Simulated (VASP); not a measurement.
The system is Sn.

```
CELL_PARAMETERS angstrom
0.00000 3.32913 3.32913
3.32913 0.00000 3.32913
3.32913 3.32913 0.00000
ATOMIC_POSITIONS crystal
Sn 0.00000 0.00000 0.00000
Sn 0.25000 0.25000 0.25000
```

| Property | Result |
| --- | --- |
| Program | VASP 6.6.1 |
| Task | relaxation of cell and atoms |
| Functional | r2SCAN |
| Potentials or basis | VASP PAW PBE potentials, release 64 (Sn_d) |
| Cutoff | 600 eV |
| k mesh | 6 × 6 × 6 |
| Occupations | fermi-dirac, width 0.02 eV |
| Spin | no spin polarisation |

At the start: pressure -1.6 GPa; volume 36.90 Å³/atom.

Where does the relaxation end?

Over 3 steps the energy falls by 7.3 meV/atom and the volume is 35.45 Å³/atom (-3.9 %); space group Fd-3m (No. 227, to 0.05 Å).

Step by step:
| step | energy change (eV) | largest force (eV/Å) | pressure (GPa) | volume (Å³) |
| --- | --- | --- | --- | --- |
| 1 | 0.0000 | 0.0000 | -1.56 | 73.79 |
| 2 | -0.0132 | 0.0000 | 0.53 | 70.03 |
| 3 | -0.0146 | 0.0000 | 0.00 | 70.89 |

Final structure:
```
CELL_PARAMETERS angstrom
0.00000 3.28487 3.28487
3.28487 0.00000 3.28487
3.28487 3.28487 0.00000
ATOMIC_POSITIONS crystal
Sn 0.00000 0.00000 0.00000
Sn 0.25000 0.25000 0.25000
```

Caveat: the PAW data sets were made with another functional, which shifts forces and pressure a little.
